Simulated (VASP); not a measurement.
# FeO (Fm-3m) in VASP: a series of runs

FeO is run at these levels: RPBE, revPBE; tasks: single point.

Everything below comes from runs of VASP 6.6.1. Logs are shortened: lines on timing, memory, paths and dates and some standing lists are left out, and cuts for length are marked.

**What was measured.**

“W\"ustite: Electric, thermodynamic and optical properties of FeO”, 2012, arxiv:1203.1201 quotes, for a bulk crystal of FeO: band gap 2.4 eV (optical).

How close the calculation comes is told below.

**1. The cell of the first run**

Symmetry: Fm-3m, No. 225, cubic system. Conventional cell: a = 4.311 Å, b = 4.311 Å, c = 4.311 Å, α = 90.00°, β = 90.00°, γ = 90.00°. Within 2.9 Å of Fe (site symmetry m-3m) lie 6 O at 2.16 Å. O (site symmetry m-3m) has 6 Fe at 2.16 Å within 2.9 Å.

**2. Single point, RPBE, collinear spin, ferromagnetic start**

Input file INCAR:

```
SYSTEM = FeO
  ALGO = Normal
  EDIFF = 1E-6
  ENCUT = 520
  GGA = RP
  ISIF = 2
  ISMEAR = -1
  ISPIN = 2
  LASPH = .TRUE.
  LCHARG = .FALSE.
  LMAXMIX = 4
  LORBIT = 11
  LREAL = .FALSE.
  LWAVE = .FALSE.
  MAGMOM = 3 0
  NBANDS = 18
  NELM = 150
  PREC = Accurate
  SIGMA = 0.05
```

Input file KPOINTS:

```
k-points
0
G
  11 11 11
  0 0 0
```

Input file POSCAR:

```
FeO
1.0
    0.0000000000      2.1554000000      2.1554000000
    2.1554000000      0.0000000000      2.1554000000
    2.1554000000      2.1554000000      0.0000000000
Fe O
1 1
Direct
    0.0000000000      0.0000000000      0.0000000000
    0.5000000000      0.5000000000      0.5000000000
```

Potentials or basis: VASP PAW PBE potentials, release 64 (Fe, O).

Run with:

```console
$ cat potpaw_PBE.64/Fe/POTCAR potpaw_PBE.64/O/POTCAR > POTCAR
$ mpirun -np 1 vasp_std > vasp.out
```

OUTCAR:

```text
SYSTEM = FeO
   EDIFF = 1E-6
   ENCUT = 520
   GGA = RP
   ISIF = 2
   ISMEAR = -1
   ISPIN = 2
   LASPH = .TRUE.
   LORBIT = 11
   LREAL = .FALSE.
   NELM = 150
   PREC = Accurate

 ion  position               nearest neighbor table
   1  0.000  0.000  0.000-   2 2.16   2 2.16   2 2.16   2 2.16   2 2.16   2 2.16
   2  0.500  0.500  0.500-   1 2.16   1 2.16   1 2.16   1 2.16   1 2.16   1 2.16

  LATTYP: Found a face centered cubic cell.
 ALAT       =     4.3108000000

  Lattice vectors:

 A1 = (   0.0000000000,   2.1554000000,   2.1554000000)
 A2 = (   2.1554000000,   0.0000000000,   2.1554000000)
 A3 = (   2.1554000000,   2.1554000000,   0.0000000000)

Analysis of symmetry for initial positions (statically):
=====================================================================
 Subroutine PRICEL returns:
 Original cell was already a primitive cell.

 Routine SETGRP: Setting up the symmetry group for a
 face centered cubic supercell.

 Subroutine GETGRP returns: Found 48 space group operations
 (whereof 48 operations were pure point group operations)
 out of a pool of 48 trial point group operations.

The static configuration has the point symmetry O_h .

Analysis of symmetry for dynamics (positions and initial velocities):
=====================================================================
 Subroutine PRICEL returns:
 Original cell was already a primitive cell.

 Routine SETGRP: Setting up the symmetry group for a
 face centered cubic supercell.

 Subroutine GETGRP returns: Found 48 space group operations
 (whereof 48 operations were pure point group operations)
 out of a pool of 48 trial point group operations.

The dynamic configuration has the point symmetry O_h .

Analysis of structural, dynamic, and magnetic symmetry:
=====================================================================
 Subroutine PRICEL returns:
 Original cell was already a primitive cell.

 Routine SETGRP: Setting up the symmetry group for a
 face centered cubic supercell.

 Subroutine GETGRP returns: Found 48 space group operations
 (whereof 48 operations were pure point group operations)
 out of a pool of 48 trial point group operations.

The overall configuration has the point symmetry O_h .

 Subroutine INISYM returns: Found 48 space group operations
 (whereof 48 operations are pure point group operations),
 and found     1 'primitive' translations

----------------------------------------------------------------------------------------

                                     Primitive cell

  volume of cell :      20.0269

  direct lattice vectors                    reciprocal lattice vectors
     0.000000000  2.155400000  2.155400000    -0.231975503  0.231975503  0.231975503
     2.155400000  0.000000000  2.155400000     0.231975503 -0.231975503  0.231975503
     2.155400000  2.155400000  0.000000000     0.231975503  0.231975503 -0.231975503

  length of vectors
     3.048195912  3.048195912  3.048195912     0.401793358  0.401793358  0.401793358

  position of ions in fractional coordinates (direct lattice)
     0.000000000  0.000000000  0.000000000
     0.500000000  0.500000000  0.500000000

  ion indices of the primitive-cell ions
   primitive index   ion index
                 1           1
                 2           2

----------------------------------------------------------------------------------------

 KPOINTS: k-points

Automatic generation of k-mesh.
 Grid dimensions read from file:
 generate k-points for:   11   11   11

 Generating k-lattice:

  Cartesian coordinates                     Fractional coordinates (reciprocal lattice)
    -0.021088682  0.021088682  0.021088682     0.090909091  0.000000000  0.000000000
     0.021088682 -0.021088682  0.021088682     0.000000000  0.090909091  0.000000000
     0.021088682  0.021088682 -0.021088682     0.000000000  0.000000000  0.090909091

  Length of vectors
     0.036526669  0.036526669  0.036526669

  Shift w.r.t. Gamma in fractional coordinates (k-lattice)
     0.000000000  0.000000000  0.000000000

 Subroutine IBZKPT returns following result:
 ===========================================

 Found     56 irreducible k-points:

 Following reciprocal coordinates:
            Coordinates               Weight
  0.000000  0.000000  0.000000      1.000000
  0.090909  0.000000  0.000000      8.000000
  0.181818  0.000000  0.000000      8.000000
  0.272727  0.000000  0.000000      8.000000
  0.363636  0.000000  0.000000      8.000000
  0.454545  0.000000  0.000000      8.000000
[... 16 lines left out ...]
 -0.272727  0.181818  0.000000     24.000000
 -0.181818  0.181818  0.000000     12.000000
 [... further k-points ...]
   k-points           NKPTS =     56   k-points in BZ     NKDIM =     56   number of bands    NBANDS=     18
   number of dos      NEDOS =    301   number of ions     NIONS =      2
   total plane-waves  NPLWV =  13824
   dimension x,y,z NGX =    24 NGY =   24 NGZ =   24
   dimension x,y,z NGXF=    48 NGYF=   48 NGZF=   48
   ions per type =               1   1
   NGX,Y,Z   is equivalent  to a cutoff of  13.09, 13.09, 13.09 a.u.
   NGXF,Y,Z  is equivalent  to a cutoff of  26.18, 26.18, 26.18 a.u.
 SYSTEM =  FeO
   PREC   = accura    normal or accurate (medium, high low for compatibility)
   ISTART =      0    job   : 0-new  1-cont  2-samecut
   ICHARG =      2    charge: 1-file 2-atom 10-const
   ISPIN  =      2    spin polarized calculation?
   LNONCOLLINEAR =      F non collinear calculations
   LSORBIT =      F    spin-orbit coupling
   LASPH  =      T    aspherical Exc in radial PAW
   ENCUT  =  520.0 eV  38.22 Ry    6.18 a.u.   5.67  5.67  5.67*2*pi/ulx,y,z
   NELM   =    150;   NELMIN=  2; NELMDL= -5     # of ELM steps
   EDIFF  = 0.1E-05   stopping-criterion for ELM
   LREAL  =      F    real-space projection
   EDIFFG = 0.1E-04   stopping-criterion for IOM
   NSW    =      0    number of steps for IOM
   IBRION =     -1    ionic relax: 0-MD 1-quasi-New 2-CG
   NFREE  =      0    steps in history (QN), initial steepest desc. (CG)
   ISIF   =      2    stress and relaxation
   ISYM   =      2    0-nonsym 1-usesym 2-fastsym
   POTIM  = 0.5000    time-step for ionic-motion
   TEBEG  =    0.0;   TEEND  =   0.0 temperature during run
   PSTRESS=    0.0 pullay stress
   NELECT =      14.0000    total number of electrons
   NUPDOWN=      -1.0000    fix difference up-down
   EMIN   =  10.00;   EMAX   =-10.00  energy-range for DOS
   EFERMI =   0.00;   METHOD = LEGACY
   ISMEAR =    -1;   SIGMA  =   0.05  broadening in eV -4-tet -1-fermi 0-gaus
   EFERMI_NEDOS =   21; number of points for ismear=-14 and -15
   IALGO  =     38    algorithm
   IMIX   =      4    mixing-type and parameters
     AMIX     =   0.40;   BMIX     =  1.00
     AMIX_MAG =   1.60;   BMIX_MAG =  1.00
  volume/ion in A,a.u.               =      10.01        67.57
  Fermi-wavevector in a.u.,A,eV,Ry     =   1.452935  2.745650 28.722187  2.111021
  Thomas-Fermi vector in A             =   2.570260
   LORBIT       =     11    0 simple, 1 ext, 2 COOP (PROOUT), +10 PAW based schemes
   GGA     = RP    functional components
   LHFCALC =     F    Hartree Fock is set to
   AEXX    =    0.0000 exact exchange contribution
   IVDW    =     0    specifies the selected vdW correction
   LEPSILON=     F    determine dielectric tensor
   LRPA    =     F    only Hartree local field effects (RPA)
 spin polarized calculation
  energy-cutoff  :      520.00
  volume of cell :       20.03
 maximum number of plane-waves:       556
   NGX = 11   NGY = 11   NGZ = 11

 number of electron      13.9999999 magnetization       3.9999326

 Free energy of the ion-electron system (eV)
  ---------------------------------------------------
  ext. energy  EPLUGINS =         0.00000000
  ---------------------------------------------------
  free energy    TOTEN  =       -14.12522221 eV

  energy without entropy =      -14.11334610  energy(sigma->0) =      -14.11928416

 E-fermi :   6.3913     XC(G=0): -12.0045

 val. band max:        6.3871364193   @ k =  -0.2727   0.3636   0.0909
 cond. band min:       6.3931334445   @ k =  -0.3636   0.2727   0.0909
 fundamental gap:      0.0059970251
 Fermi energy:         6.3912917035

 spin component 1

 k-point     1 :       0.0000    0.0000    0.0000
  band No.  band energies     occupation
      1     -14.4447      1.00000
      2       2.4469      1.00000
      3       2.4469      1.00000
      4       2.4469      1.00000
      5       2.5608      1.00000
      6       2.5608      1.00000
[... 10 lines left out ...]
     17      27.1093      0.00000
     18      30.1622      0.00000

 k-point     2 :       0.0909    0.0000    0.0000
  band No.  band energies     occupation
      1     -14.3645      1.00000
      2       1.6378      1.00000
      3       1.7389      1.00000
      4       1.7389      1.00000
      5       2.5262      1.00000
      6       2.5262      1.00000
[... 10 lines left out ...]
     17      28.0801      0.00000
     18      31.4853      0.00000

 k-point     3 :       0.1818    0.0000    0.0000
  band No.  band energies     occupation
      1     -14.1419      1.00000
      2       0.4090      1.00000
      3       0.9905      1.00000
      4       0.9905      1.00000
      5       2.6839      1.00000
      6       2.6839      1.00000
[... 10 lines left out ...]
     17      30.3663      0.00000
     18      33.6389      0.00000

 k-point     4 :       0.2727    0.0000    0.0000
  band No.  band energies     occupation
      1     -13.8305      1.00000
      2      -0.8002      1.00000
      3       0.3863      1.00000
      4       0.3863      1.00000
      5       2.8978      1.00000
      6       2.8978      1.00000
[... 375 lines left out ...]
      4      -0.1777      1.00000
      5       3.1523      1.00000
      6       3.1578      1.00000
[... 10 lines left out ...]
     17      33.2019      0.00000
     18      34.2203      0.00000

 k-point    23 :      -0.2727    0.1818    0.0000
  band No.  band energies     occupation
      1     -13.5027      1.00000
      2      -1.4385      1.00000
      3      -0.0907      1.00000
      4       0.1938      1.00000
      5       2.9672      1.00000
      6       3.1472      1.00000
[... 10 lines left out ...]
     17      32.9042      0.00000
     18      34.6608      0.00000

 k-point    24 :      -0.1818    0.1818    0.0000
  band No.  band energies     occupation
      1     -13.7552      1.00000
      2      -0.8922      1.00000
      3       0.1592      1.00000
      4       0.6685      1.00000
      5       2.7930      1.00000
      6       3.0652      1.00000
[... 10 lines left out ...]
     17      32.9304      0.00000
     18      34.6818      0.00000

 [... further k-points ...]

 spin component 2

 k-point     1 :       0.0000    0.0000    0.0000
  band No.  band energies     occupation
      1     -13.9187      1.00000
      2       3.1197      1.00000
      3       3.1197      1.00000
      4       3.1197      1.00000
      5       5.6632      1.00000
      6       5.6635      1.00000
[... 10 lines left out ...]
     17      28.7665      0.00000
     18      31.2075      0.00000

 k-point     2 :       0.0909    0.0000    0.0000
  band No.  band energies     occupation
      1     -13.8373      1.00000
      2       2.4811      1.00000
      3       2.8832      1.00000
      4       2.8832      1.00000
      5       5.7654      1.00000
      6       5.7656      1.00000
[... 10 lines left out ...]
     17      29.5118      0.00000
     18      32.7058      0.00000

 k-point     3 :       0.1818    0.0000    0.0000
  band No.  band energies     occupation
      1     -13.6112      1.00000
      2       1.2357      1.00000
      3       2.3763      1.00000
      4       2.3763      1.00000
      5       5.9688      0.99979
      6       6.0040      0.99957
[... 10 lines left out ...]
     17      31.3688      0.00000
     18      34.9121      0.00000

 k-point     4 :       0.2727    0.0000    0.0000
  band No.  band energies     occupation
      1     -13.2947      1.00000
      2      -0.0093      1.00000
      3       1.8621      1.00000
      4       1.8622      1.00000
      5       6.2569      0.93634
      6       6.3038      0.85198
[... 375 lines left out ...]
      4       1.2999      1.00000
      5       6.6381      0.00713
      6       6.6455      0.00615
[... 10 lines left out ...]
     17      33.7594      0.00000
     18      34.8382      0.00000

 k-point    23 :      -0.2727    0.1818    0.0000
  band No.  band energies     occupation
      1     -12.9543      1.00000
      2      -0.6029      1.00000
      3       1.2219      1.00000
      4       1.4268      1.00000
      5       6.3796      0.55813
      6       6.5329      0.05562
[... 10 lines left out ...]
     17      33.5000      0.00000
     18      35.4230      0.00000

 k-point    24 :      -0.1818    0.1818    0.0000
  band No.  band energies     occupation
      1     -13.2150      1.00000
      2      -0.0118      1.00000
      3       1.6916      1.00000
      4       1.7108      1.00000
      5       6.1391      0.99360
      6       6.3459      0.71256
[... 10 lines left out ...]
     17      33.7056      0.00000
     18      35.4137      0.00000

 [... further k-points ...]
[... 5 lines left out ...]
  --------------------------------------------------------------------------------------
  -------------------------------------------------------------------------------------
  Total        0.6741582      0.6741582      0.6741582     -0.0000000     -0.0000000      0.0000000
  in kB       53.9335204     53.9335204     53.9335204     -0.0000000     -0.0000000      0.0000000
  external PRESSURE =      53.9335204 kB  Pullay stress =       0.0000000 kB

 VOLUME and BASIS-vectors are now :
 -----------------------------------------------------------------------------
  energy-cutoff  :      520.00
  volume of cell :       20.03
      direct lattice vectors                 reciprocal lattice vectors
     0.000000000  2.155400000  2.155400000    -0.231975503  0.231975503  0.231975503
     2.155400000  0.000000000  2.155400000     0.231975503 -0.231975503  0.231975503
     2.155400000  2.155400000  0.000000000     0.231975503  0.231975503 -0.231975503

 POSITION                                       TOTAL-FORCE (eV/Angst)
 -----------------------------------------------------------------------------------
      0.00000      0.00000      0.00000         0.000000      0.000000      0.000000
      2.15540      2.15540      2.15540        -0.000000     -0.000000     -0.000000
 -----------------------------------------------------------------------------------
    total drift:                                0.000000     -0.000000      0.000000

  FREE ENERGIE OF THE ION-ELECTRON SYSTEM (eV)
  ---------------------------------------------------
  free  energy   TOTEN  =       -14.1252222099 eV

  energy  without entropy=      -14.1133461031  energy(sigma->0) =      -14.11928416

 total charge

# of ion       s       p       d       tot
------------------------------------------
    1        0.284   0.356   6.079   6.719
    2        1.561   3.448   0.000   5.009
--------------------------------------------------
tot          1.846   3.803   6.079  11.728

 magnetization (x)

# of ion       s       p       d       tot
------------------------------------------
    1        0.026   0.020   3.581   3.627
    2        0.029   0.270   0.000   0.299
--------------------------------------------------
tot          0.056   0.289   3.581   3.926
```

Wall time 95 s (1 thread of Intel Xeon 8259CL, shared host); peak memory 0.17 GiB.

Results:

| Quantity | Value |
| --- | --- |
| Free energy | -14.1252 eV |
| Pressure | 5.4 GPa |
| Band gap on the k mesh | zero (filled and empty bands overlap) |
| Net moment | 4.00 μB per cell |
| Site moments | Fe +3.63; O +0.30 μB |
| Valence electrons inside the program's atomic spheres | Fe 6.72; O 5.01 |

Caveat: the cell stands under pressure; the PAW data sets were made with another functional, which shifts forces and pressure a little; a cell with one magnetic atom can't hold antiferromagnetic order, which such compounds often take; semilocal functionals often make such compounds metallic where correlation or magnetic order opens a gap, which also shifts bond lengths.

**3. Single point, revPBE, collinear spin, ferromagnetic start**

This run uses another cell than the first one, of 10.22 Å³/atom.

Input file INCAR:

```
ALGO = Normal ; EDIFF = 1E-6
ENCUT = 520 ; GGA = RE
ISIF = 2 ; ISMEAR = -1
ISPIN = 2 ; LASPH = True
LCHARG = False ; LMAXMIX = 4
LORBIT = 11 ; LREAL = False
LWAVE = False ; MAGMOM = 3 0
NBANDS = 18 ; NELM = 150
PREC = Accurate ; SIGMA = 0.05
```

Input file KPOINTS:

```
k-points
0
Gamma
  11 11 11
```

Input file POSCAR:

```
FeO
1.0
    0.0000000000      2.1701687337      2.1701687337
    2.1701687337      0.0000000000      2.1701687337
    2.1701687337      2.1701687337      0.0000000000
Fe O
1 1
Direct
    0.0000000000      0.0000000000      0.0000000000
    0.5000000000      0.5000000000      0.5000000000
```

Potentials or basis: VASP PAW PBE potentials, release 64 (Fe, O).

Run with:

```console
$ cat potpaw_PBE.64/Fe/POTCAR potpaw_PBE.64/O/POTCAR > POTCAR
$ mpirun -np 1 vasp_std > vasp.out
```

Wall time 84 s (1 thread of Intel Xeon 8259CL, shared host); peak memory 0.17 GiB.

Results (log left out):

```
Free energy                                           : -14.2513 eV
Pressure                                              : 0.2 GPa
Band gap on the k mesh                                : zero (filled and empty bands overlap)
Net moment                                            : 4.00 μB per cell
Site moments                                          : Fe +3.63; O +0.29 μB
Valence electrons inside the program's atomic spheres : Fe 6.69; O 4.99
```

Levels at points of the mesh, in eV from the Fermi level:
Spin up:
```csv
k point,band 7,band 8,band 9,band 10,band 11,band 12
"(0.00, 0.00, 0.00)",-3.75,-3.73,-3.73,-0.02,15.42,16.87
```
Spin down:
```
           k point  band 3  band 4  band 5  band 6  band 7  band 8
(0.00, 0.00, 0.00)   -3.20   -3.20   -0.70   -0.70   -0.70    0.24
```

Caveat: the PAW data sets were made with another functional, which shifts forces and pressure a little; a cell with one magnetic atom can't hold antiferromagnetic order, which such compounds often take; semilocal functionals often make such compounds metallic where correlation or magnetic order opens a gap, which also shifts bond lengths.

**4. Against experiment**

Step 3. Against the measured gap of FeO, 2.4 eV (optical; quoted in “W\"ustite: Electric, thermodynamic and optical properties of FeO”, 2012, arxiv:1203.1201), the calculated 0.00 eV is off by -2.40 eV. So large a miss can be the level of theory's own, or it may mean another phase, state or a wrong row. The value is that of revPBE on a finite k mesh, which can miss the band edges, without temperature or zero-point motion. Semilocal functionals fall short of measured gaps as a rule. The run's magnetic order (collinear spin, ferromagnetic start) needn't be the measured crystal's.
